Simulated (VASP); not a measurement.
# K3Zr2S (P6/mmm) in VASP: a series of runs

Runs on K3Zr2S. Level: PBE. Tasks: single point, relaxation of cell and atoms.

Everything below comes from runs of VASP 6.6.1. Logs are shortened: lines on timing, memory, paths and dates and some standing lists are left out, and cuts for length are marked.

### Step 1. The cell of the first run

The structure is hexagonal, space group P6/mmm (No. 191). Conventional cell: a = 5.922 Å, b = 5.922 Å, c = 6.634 Å, α = 90.00°, β = 90.00°, γ = 120.00°. Within 3.9 Å of K (site symmetry mmm) lie 4 K at 2.96 Å and 4 Zr at 3.73 Å. Within 4.5 Å of Zr (site symmetry -6m2) lie 3 Zr at 3.42 Å and 3 S at 3.42 Å and 6 K at 3.73 Å. Within 4.5 Å of S (site symmetry 6/mmm) lie 6 Zr at 3.42 Å and 12 K at 4.45 Å.

The cell was built from a structure type or drawn by symmetry, and may not be a known phase.

### Step 2. Single point, PBE, collinear spin

Input file INCAR:

```
  PREC = Accurate
  ENCUT = 520
  EDIFF = 1E-6
  ISMEAR = 0
  SIGMA = 0.1
  LREAL = F
  LASPH = T
  NELM = 150
  ALGO = Normal
  ISIF = 2
  LWAVE = F
  LCHARG = T
  ISPIN = 2
  MAGMOM = 0 0 0 1.59 1.59 0
  LORBIT = 11
  LMAXMIX = 4
  GGA = PE
  LELF = T
  LVHAR = T
  NBANDS = 42
```

Input file KPOINTS:

```
Automatic mesh
0
Gamma
  6 6 6
```

Input file POSCAR:

```
K3Zr2S
1.0
    5.9220331472      0.0000000000      0.0000000000
   -2.9610165736      5.1286311475      0.0000000000
    0.0000000000      0.0000000000      6.6341628940
K Zr S
3 2 1
Direct
    0.5000000000      0.0000000000      0.5000000000
    0.0000000000      0.5000000000      0.5000000000
    0.5000000000      0.5000000000      0.5000000000
    0.6666666667      0.3333333333      0.0000000000
    0.3333333333      0.6666666667      0.0000000000
    0.0000000000      0.0000000000      0.0000000000
```

Potentials or basis: VASP PAW PBE potentials, release 64 (K_sv, Zr_sv, S).

On the command line:

```sh
cat potpaw_PBE.64/K_sv/POTCAR potpaw_PBE.64/Zr_sv/POTCAR potpaw_PBE.64/S/POTCAR > POTCAR
mpirun -np 1 vasp_std > vasp.out
```

OUTCAR:

```text
PREC = Accurate
   ENCUT = 520
   EDIFF = 1E-6
   ISMEAR = 0
   LREAL = F
   LASPH = T
   NELM = 150
   ISIF = 2
   ISPIN = 2
   LORBIT = 11
   GGA = PE

 ion  position               nearest neighbor table
   1  0.500  0.000  0.500-   2 2.96   3 2.96   3 2.96   2 2.96   4 3.73   5 3.73   4 3.73   5 3.73

   2  0.000  0.500  0.500-   1 2.96   1 2.96   3 2.96   3 2.96   4 3.73   5 3.73   4 3.73   5 3.73

   3  0.500  0.500  0.500-   1 2.96   1 2.96   2 2.96   2 2.96   4 3.73   5 3.73   4 3.73   5 3.73

   4  0.667  0.333  0.000-   5 3.42   5 3.42   5 3.42   1 3.73   1 3.73   2 3.73   2 3.73   3 3.73
                             3 3.73
   5  0.333  0.667  0.000-   4 3.42   4 3.42   4 3.42   1 3.73   1 3.73   2 3.73   2 3.73   3 3.73
                             3 3.73
   6  0.000  0.000  0.000-

  LATTYP: Found a hexagonal cell.
 ALAT       =     5.9220331472
 C/A-ratio  =     1.1202508884

  Lattice vectors:

 A1 = (   5.9220331472,   0.0000000000,   0.0000000000)
 A2 = (  -2.9610165736,   5.1286311475,   0.0000000000)
 A3 = (   0.0000000000,   0.0000000000,   6.6341628940)

Analysis of symmetry for initial positions (statically):
=====================================================================
 Subroutine PRICEL returns:
 Original cell was already a primitive cell.

 Routine SETGRP: Setting up the symmetry group for a
 hexagonal supercell.

 Subroutine GETGRP returns: Found 24 space group operations
 (whereof 24 operations were pure point group operations)
 out of a pool of 24 trial point group operations.

The static configuration has the point symmetry D_6h.

Analysis of symmetry for dynamics (positions and initial velocities):
=====================================================================
 Subroutine PRICEL returns:
 Original cell was already a primitive cell.

 Routine SETGRP: Setting up the symmetry group for a
 hexagonal supercell.

 Subroutine GETGRP returns: Found 24 space group operations
 (whereof 24 operations were pure point group operations)
 out of a pool of 24 trial point group operations.

The dynamic configuration has the point symmetry D_6h.

Analysis of structural, dynamic, and magnetic symmetry:
=====================================================================
 Subroutine PRICEL returns:
 Original cell was already a primitive cell.

 Routine SETGRP: Setting up the symmetry group for a
 hexagonal supercell.

 Subroutine GETGRP returns: Found 24 space group operations
 (whereof 24 operations were pure point group operations)
 out of a pool of 24 trial point group operations.

The overall configuration has the point symmetry D_6h.

 Subroutine INISYM returns: Found 24 space group operations
 (whereof 24 operations are pure point group operations),
 and found     1 'primitive' translations

----------------------------------------------------------------------------------------

                                     Primitive cell

  volume of cell :     201.4923

  direct lattice vectors                    reciprocal lattice vectors
     5.922033147  0.000000000  0.000000000     0.168860926  0.097491901  0.000000000
    -2.961016574  5.128631148  0.000000000     0.000000000  0.194983802  0.000000000
     0.000000000  0.000000000  6.634162894     0.000000000  0.000000000  0.150734918

  length of vectors
     5.922033147  5.922033147  6.634162894     0.194983802  0.194983802  0.150734918

  position of ions in fractional coordinates (direct lattice)
     0.500000000  0.000000000  0.500000000
     1.000000000  0.500000000  0.500000000
     0.500000000  0.500000000  0.500000000
     0.666666667  0.333333333  0.000000000
     0.333333333  0.666666667  0.000000000
     0.000000000  0.000000000  0.000000000

  ion indices of the primitive-cell ions
   primitive index   ion index
                 1           1
                 2           2
                 3           3
                 4           4
                 5           5
                 6           6

[... 50 lines left out ...]
  0.166667  0.000000  0.500000      6.000000
  0.333333  0.000000  0.500000      6.000000
 [... further k-points ...]
   k-points           NKPTS =     28   k-points in BZ     NKDIM =     28   number of bands    NBANDS=     42
   number of dos      NEDOS =    301   number of ions     NIONS =      6
   total plane-waves  NPLWV = 115200
   dimension x,y,z NGX =    48 NGY =   48 NGZ =   50
   dimension x,y,z NGXF=    96 NGYF=   96 NGZF=  100
   ions per type =               3   2   1
   NGX,Y,Z   is equivalent  to a cutoff of  13.47, 13.47, 12.53 a.u.
   NGXF,Y,Z  is equivalent  to a cutoff of  26.95, 26.95, 25.06 a.u.
 SYSTEM =  unknown system
   PREC   = accura    normal or accurate (medium, high low for compatibility)
   ISTART =      0    job   : 0-new  1-cont  2-samecut
   ICHARG =      2    charge: 1-file 2-atom 10-const
   ISPIN  =      2    spin polarized calculation?
   LNONCOLLINEAR =      F non collinear calculations
   LSORBIT =      F    spin-orbit coupling
   LASPH  =      T    aspherical Exc in radial PAW
   ENCUT  =  520.0 eV  38.22 Ry    6.18 a.u.  11.01 11.01 12.34*2*pi/ulx,y,z
   NELM   =    150;   NELMIN=  2; NELMDL= -5     # of ELM steps
   EDIFF  = 0.1E-05   stopping-criterion for ELM
   LREAL  =      F    real-space projection
   EDIFFG = 0.1E-04   stopping-criterion for IOM
   NSW    =      0    number of steps for IOM
   IBRION =     -1    ionic relax: 0-MD 1-quasi-New 2-CG
   NFREE  =      0    steps in history (QN), initial steepest desc. (CG)
   ISIF   =      2    stress and relaxation
   ISYM   =      2    0-nonsym 1-usesym 2-fastsym
   POTIM  = 0.5000    time-step for ionic-motion
   TEBEG  =    0.0;   TEEND  =   0.0 temperature during run
   PSTRESS=    0.0 pullay stress
   NELECT =      57.0000    total number of electrons
   NUPDOWN=      -1.0000    fix difference up-down
   EMIN   =  10.00;   EMAX   =-10.00  energy-range for DOS
   EFERMI =   0.00;   METHOD = LEGACY
   ISMEAR =     0;   SIGMA  =   0.10  broadening in eV -4-tet -1-fermi 0-gaus
   EFERMI_NEDOS =   21; number of points for ismear=-14 and -15
   IALGO  =     38    algorithm
   IMIX   =      4    mixing-type and parameters
     AMIX     =   0.40;   BMIX     =  1.00
     AMIX_MAG =   1.60;   BMIX_MAG =  1.00
  volume/ion in A,a.u.               =      33.58       226.62
  Fermi-wavevector in a.u.,A,eV,Ry     =   1.074683  2.030856 15.713956  1.154943
  Thomas-Fermi vector in A             =   2.210518
   LORBIT       =     11    0 simple, 1 ext, 2 COOP (PROOUT), +10 PAW based schemes
   GGA     = PE    functional components
   LHFCALC =     F    Hartree Fock is set to
   AEXX    =    0.0000 exact exchange contribution
   IVDW    =     0    specifies the selected vdW correction
   LEPSILON=     F    determine dielectric tensor
   LRPA    =     F    only Hartree local field effects (RPA)
 spin polarized calculation
 Gauss-broadening in eV      SIGMA  =   0.10
  energy-cutoff  :      520.00
  volume of cell :      201.49
 maximum number of plane-waves:      5454
 NGX is ok and might be reduce to    48
   NGX = 21   NGY = 21   NGZ = 25

 number of electron      56.9999995 magnetization       5.1626882

 Free energy of the ion-electron system (eV)
  ---------------------------------------------------
  ext. energy  EPLUGINS =         0.00000000
  ---------------------------------------------------
  free energy    TOTEN  =       -18.16558251 eV

  energy without entropy =      -18.14092054  energy(sigma->0) =      -18.15325152

 E-fermi :   3.3226     XC(G=0):  -8.2592

 val. band max:        3.3209092134   @ k =   0.3333   0.0000   0.5000
 cond. band min:       3.3245939658   @ k =   0.0000   0.0000   0.3333
 fundamental gap:      0.0036847524
 Fermi energy:         3.3226222624

 spin component 1

 k-point     1 :       0.0000    0.0000    0.0000
  band No.  band energies     occupation
      1     -46.4853      1.00000
      2     -46.4539      1.00000
      3     -29.4930      1.00000
      4     -29.0962      1.00000
      5     -29.0962      1.00000
      6     -24.6315      1.00000
[... 1021 lines left out ...]
     39       5.9575      0.00000
     40       6.1238      0.00000

 [... further k-points ...]

 spin component 2

 k-point     1 :       0.0000    0.0000    0.0000
  band No.  band energies     occupation
      1     -45.6632      1.00000
      2     -45.6353      1.00000
      3     -29.4615      1.00000
      4     -29.0634      1.00000
      5     -29.0634      1.00000
      6     -23.6539      1.00000
[... 1021 lines left out ...]
     39       6.3290      0.00000
     40       6.6844      0.00000

 [... further k-points ...]

 [bands above 40 left out]

------------------------ aborting loop because EDIFF is reached ----------------------------------------

  FORCE on cell =-STRESS in cart. coord.  units (eV):
  Direction    XX          YY          ZZ          XY          YZ          ZX
  --------------------------------------------------------------------------------------
  -------------------------------------------------------------------------------------
  Total        0.0650282      0.0650282      0.0118990      0.0000000      0.0000000      0.0000000
  in kB        0.5170754      0.5170754      0.0946154      0.0000000      0.0000000      0.0000000
  external PRESSURE =       0.3762554 kB  Pullay stress =       0.0000000 kB

 VOLUME and BASIS-vectors are now :
 -----------------------------------------------------------------------------
  energy-cutoff  :      520.00
  volume of cell :      201.49
      direct lattice vectors                 reciprocal lattice vectors
     5.922033147  0.000000000  0.000000000     0.168860926  0.097491901  0.000000000
    -2.961016574  5.128631148  0.000000000     0.000000000  0.194983802  0.000000000
     0.000000000  0.000000000  6.634162894     0.000000000  0.000000000  0.150734918

 POSITION                                       TOTAL-FORCE (eV/Angst)
 -----------------------------------------------------------------------------------
      2.96102      0.00000      3.31708        -0.000000     -0.000000      0.000000
     -1.48051      2.56432      3.31708        -0.000000     -0.000000      0.000000
      1.48051      2.56432      3.31708        -0.000000     -0.000000      0.000000
      2.96102      1.70954      0.00000         0.000000      0.000000      0.000000
     -0.00000      3.41909      0.00000         0.000000      0.000000      0.000000
      0.00000      0.00000      0.00000        -0.000000     -0.000000      0.000000
 -----------------------------------------------------------------------------------
    total drift:                               -0.000000      0.000000      0.000000

  FREE ENERGIE OF THE ION-ELECTRON SYSTEM (eV)
  ---------------------------------------------------
  free  energy   TOTEN  =       -18.1655825059 eV

  energy  without entropy=      -18.1409205430  energy(sigma->0) =      -18.15325152

 total charge

# of ion       s       p       d       tot
------------------------------------------
    1        2.000   5.561   0.061   7.621
    2        2.000   5.561   0.061   7.621
    3        2.000   5.561   0.061   7.621
    4        2.202   5.910   1.557   9.669
    5        2.202   5.910   1.557   9.669
    6        1.364   2.189   0.000   3.553
--------------------------------------------------
tot         11.767  30.691   3.296  45.754

 magnetization (x)

# of ion       s       p       d       tot
------------------------------------------
    1        0.002   0.013   0.017   0.032
    2        0.002   0.013   0.017   0.032
    3        0.002   0.013   0.017   0.032
    4        0.044   0.033   1.245   1.321
    5        0.044   0.033   1.245   1.321
    6        0.011  -0.001   0.000   0.010
--------------------------------------------------
tot          0.104   0.105   2.540   2.749
```

Wall time 12 min (1 thread of Intel Xeon Platinum 8559C (Emerald Rapids), shared host); peak memory 0.63 GiB.

What came out:

- Free energy: -18.1656 eV
- Pressure: 0.0 GPa
- Net moment: 5.16 μB per cell
- Site moments: K +0.03; Zr +1.32; S +0.01 μB
- Valence electrons inside the program's atomic spheres: K 7.62; Zr 9.67; S 3.55

### Step 3. Single point, PBE

This run uses another cell than the first one, of 25.85 Å³/atom.

Input file INCAR:

```
SYSTEM = K3Zr2S
ALGO = Normal
EDIFF = 1E-7
ENCUT = 520
GGA = PE
ISIF = 2
ISMEAR = 0
LASPH = .True.
LCHARG = .False.
LREAL = .False.
LWAVE = .False.
NBANDS = 38
NELM = 100
PREC = Accurate
SIGMA = 0.1
```

Input file KPOINTS:

```
k-points
0
Gamma
  3 3 4
  0 0 0
```

Input file POSCAR:

```
K3Zr2S
1.0
    6.4675636200      0.0000000000      0.0000000000
   -3.2337818100      5.6010743900      0.0000000000
    0.0000000000      0.0000000000      4.2820910200
K Zr S
3 2 1
Direct
    0.5000000000      0.0000000000      0.5000000000
    0.0000000000      0.5000000000      0.5000000000
    0.5000000000      0.5000000000      0.5000000000
    0.6666666700      0.3333333300      0.0000000000
    0.3333333300      0.6666666700      0.0000000000
    0.0000000000      0.0000000000      0.0000000000
```

Potentials or basis: VASP PAW PBE potentials, release 64 (K_sv, Zr_sv, S).

On the command line:

```sh
cat potpaw_PBE.64/K_sv/POTCAR potpaw_PBE.64/Zr_sv/POTCAR potpaw_PBE.64/S/POTCAR > POTCAR
mpirun -np 1 vasp_std > vasp.out
```

OUTCAR:

```text
SYSTEM = K3Zr2S
   EDIFF = 1E-7
   ENCUT = 520
   GGA = PE
   ISIF = 2
   ISMEAR = 0
   LASPH = .True.
   LREAL = .False.
   NELM = 100
   PREC = Accurate

 ion  position               nearest neighbor table
   1  0.500  0.000  0.500-   4 2.84   5 2.84   4 2.84   5 2.84   2 3.23   3 3.23   3 3.23   2 3.23

   2  0.000  0.500  0.500-   4 2.84   5 2.84   4 2.84   5 2.84   1 3.23   1 3.23   3 3.23   3 3.23

   3  0.500  0.500  0.500-   4 2.84   5 2.84   4 2.84   5 2.84   1 3.23   1 3.23   2 3.23   2 3.23

   4  0.667  0.333  0.000-   1 2.84   1 2.84   2 2.84   2 2.84   3 2.84   3 2.84   5 3.73   5 3.73
                             5 3.73
   5  0.333  0.667  0.000-   1 2.84   1 2.84   2 2.84   2 2.84   3 2.84   3 2.84   4 3.73   4 3.73
                             4 3.73
   6  0.000  0.000  0.000-

  LATTYP: Found a hexagonal cell.
 ALAT       =     6.4675636200
 C/A-ratio  =     0.6620871895

  Lattice vectors:

 A1 = (   6.4675636200,   0.0000000000,   0.0000000000)
 A2 = (  -3.2337818100,   5.6010743900,   0.0000000000)
 A3 = (   0.0000000000,   0.0000000000,   4.2820910200)

Analysis of symmetry for initial positions (statically):
=====================================================================
 Subroutine PRICEL returns:
 Original cell was already a primitive cell.

 Routine SETGRP: Setting up the symmetry group for a
 hexagonal supercell.

 Subroutine GETGRP returns: Found 24 space group operations
 (whereof 24 operations were pure point group operations)
 out of a pool of 24 trial point group operations.

The static configuration has the point symmetry D_6h.

Analysis of symmetry for dynamics (positions and initial velocities):
=====================================================================
 Subroutine PRICEL returns:
 Original cell was already a primitive cell.

 Routine SETGRP: Setting up the symmetry group for a
 hexagonal supercell.
[... 116 lines left out ...]
     AMIX     =   0.40;   BMIX     =  1.00
     AMIX_MAG =   1.60;   BMIX_MAG =  1.00
  volume/ion in A,a.u.               =      25.85       174.47
  Fermi-wavevector in a.u.,A,eV,Ry     =   1.172584  2.215862 18.707360  1.374952
  Thomas-Fermi vector in A             =   2.309010
   LORBIT       =      0    0 simple, 1 ext, 2 COOP (PROOUT), +10 PAW based schemes
   GGA     = PE    functional components
   LHFCALC =     F    Hartree Fock is set to
   AEXX    =    0.0000 exact exchange contribution
   IVDW    =     0    specifies the selected vdW correction
   LEPSILON=     F    determine dielectric tensor
   LRPA    =     F    only Hartree local field effects (RPA)
 non-spin polarized calculation
 Gauss-broadening in eV      SIGMA  =   0.10
  energy-cutoff  :      520.00
  volume of cell :      155.12
 maximum number of plane-waves:      4194
   NGX = 25   NGY = 25   NGZ = 15

 number of electron      57.0000000 magnetization

 Free energy of the ion-electron system (eV)
  ---------------------------------------------------
  ext. energy  EPLUGINS =         0.00000000
  ---------------------------------------------------
  free energy    TOTEN  =       -12.02562740 eV

  energy without entropy =      -11.98497006  energy(sigma->0) =      -12.00529873

 E-fermi :   4.3178     XC(G=0):  -9.2974

 val. band max:        4.2589269448   @ k =   0.3333   0.3333   0.5000
 cond. band min:       4.3263315661   @ k =   0.3333   0.0000   0.0000
 fundamental gap:      0.0674046213
 Fermi energy:         4.3177547835

 k-point     1 :       0.0000    0.0000    0.0000
  band No.  band energies     occupation
      1     -44.9082      2.00000
      2     -44.8968      2.00000
      3     -27.2719      2.00000
      4     -27.1226      2.00000
      5     -27.1226      2.00000
      6     -23.2170      2.00000
[... 358 lines left out ...]
     37       6.9112      0.00000
     38       6.9646      0.00000

------------------------ aborting loop because EDIFF is reached ----------------------------------------

  FORCE on cell =-STRESS in cart. coord.  units (eV):
  Direction    XX          YY          ZZ          XY          YZ          ZX
  --------------------------------------------------------------------------------------
  -------------------------------------------------------------------------------------
  Total        1.9057474      1.9057474     22.2842017      0.0000000      0.0000000      0.0000000
  in kB       19.6837560     19.6837559    230.1652306      0.0000000      0.0000000      0.0000000
  external PRESSURE =      89.8442475 kB  Pullay stress =       0.0000000 kB

 VOLUME and BASIS-vectors are now :
 -----------------------------------------------------------------------------
  energy-cutoff  :      520.00
  volume of cell :      155.12
      direct lattice vectors                 reciprocal lattice vectors
     6.467563620  0.000000000  0.000000000     0.154617729  0.089268588  0.000000000
    -3.233781810  5.601074390  0.000000000     0.000000000  0.178537175  0.000000000
     0.000000000  0.000000000  4.282091020     0.000000000  0.000000000  0.233530767

 POSITION                                       TOTAL-FORCE (eV/Angst)
 -----------------------------------------------------------------------------------
      3.23378      0.00000      2.14105        -0.000000      0.000000      0.000000
     -1.61689      2.80054      2.14105        -0.000000      0.000000      0.000000
      1.61689      2.80054      2.14105        -0.000000      0.000000      0.000000
      3.23378      1.86702      0.00000        -0.000000     -0.000000      0.000000
     -0.00000      3.73405      0.00000         0.000000      0.000000      0.000000
      0.00000      0.00000      0.00000        -0.000000      0.000000      0.000000
 -----------------------------------------------------------------------------------
    total drift:                               -0.000000      0.000000     -0.000000

  FREE ENERGIE OF THE ION-ELECTRON SYSTEM (eV)
  ---------------------------------------------------
  free  energy   TOTEN  =       -12.0256274026 eV

  energy  without entropy=      -11.9849700638  energy(sigma->0) =      -12.00529873
```

stdout:

```text
POSCAR found type information on POSCAR K ZrS
 POSCAR found :  3 types and       6 ions
 scaLAPACK will be used
 LDA part: xc-table for (Slater+PW92), standard interpolation
 POSCAR, INCAR and KPOINTS ok, starting setup
 FFT: planning ... GRIDC
 FFT: planning ... GRID_SOFT
 FFT: planning ... GRID
 WAVECAR not read
 entering main loop
```

Wall time 1.8 min (1 thread of Intel Xeon 8259CL, shared host); peak memory 0.27 GiB.

What came out:

```yaml
Free_energy: -12.0256 eV
Pressure: 9.0 GPa
Band_gap_on_the_k_mesh: zero (an odd number of electrons rules out a gap without spin polarisation)
```

Stress tensor (GPa, compression positive):
```
 1.97  0.00  0.00
 0.00  1.97  0.00
 0.00  0.00 23.02
```

Caveat: the k points lie up to 0.37 Å⁻¹ apart, too coarse for converged energies and pressures of a metal.

(Continued in part 2 of 2.)
